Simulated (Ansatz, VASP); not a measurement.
**One calculation of AlP, two programs**

```
Al P
1.0
     0.00000    2.75326    2.75326
     2.75326    0.00000    2.75326
     2.75326    2.75326    0.00000
Al P
1 1
Cartesian
  0.0000 0.0000 0.0000
  1.3766 1.3766 1.3766
```

Alike in both runs: functional PBE; k mesh 8 × 8 × 8; occupations fermi-dirac, width 0.02 eV; no spin polarisation.

Ansatz relaxed the structure, and its values are those at the end. VASP's run is a single point on that final structure, the one shown.

|  | VASP | Ansatz |
| --- | --- | --- |
| version | VASP 6.6.1 | Ansatz 0.2.0 |
| potentials or method | VASP PAW PBE potentials, release 64 (Al, P), cutoff 500 eV | PAW plane waves |
| valence electrons in the cell | 8 | 8 |

```csv
,VASP,Ansatz,Ansatz less VASP
gap on the k mesh at the Fermi level (eV),1.63,1.63,+0.002
pressure (GPa),0.0,0.0,+0.07
```
